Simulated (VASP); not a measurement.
Pt, 1 atom in the cell. It takes space group I4/mmm (No. 139, tetragonal). Conventional cell: a = 2.986 Å, b = 2.986 Å, c = 3.509 Å, α = 90.00°, β = 90.00°, γ = 90.00°. Within 3.6 Å of Pt (site symmetry 4/mmm) lie 14 Pt at 2.75 to 3.51 Å.  This cell differs from its parent crystal: volume 15.643 Å^3 an atom, c/a of the conventional cell 0.8308.

| Property | Result |
| --- | --- |
| Program | VASP 6.6.1 |
| Task | single point |
| Functional | LDA |
| Potentials or basis | VASP PAW LDA potentials, release 64 (Pt) |
| Cutoff | 520 eV |
| k mesh | 22 × 22 × 22 |
| Occupations | gaussian, width 0.15 eV |
| Spin | no spin polarisation |
| Dipole correction | no |
| Further INCAR settings | ALGO = Fast; EDIFF = 1e-06; NBANDS = 11 |

Potentials or basis: VASP PAW LDA potentials, release 64 (Pt).

Launch:

```bash
$ cat potpaw_LDA.64/Pt/POTCAR > POTCAR
$ mpirun -np 1 vasp_std > vasp.out
```

Hardware: 1 thread of Intel(R) Xeon(R) Platinum 8488C (Sapphire Rapids) (shared host).

Q: How long does it take, and how much memory?

A: Run time: 79 s on 1 thread of Intel(R) Xeon(R) Platinum 8488C (Sapphire Rapids) (shared host), peak memory 0.25 GiB. Counts: scf iterations 13, k points 834.
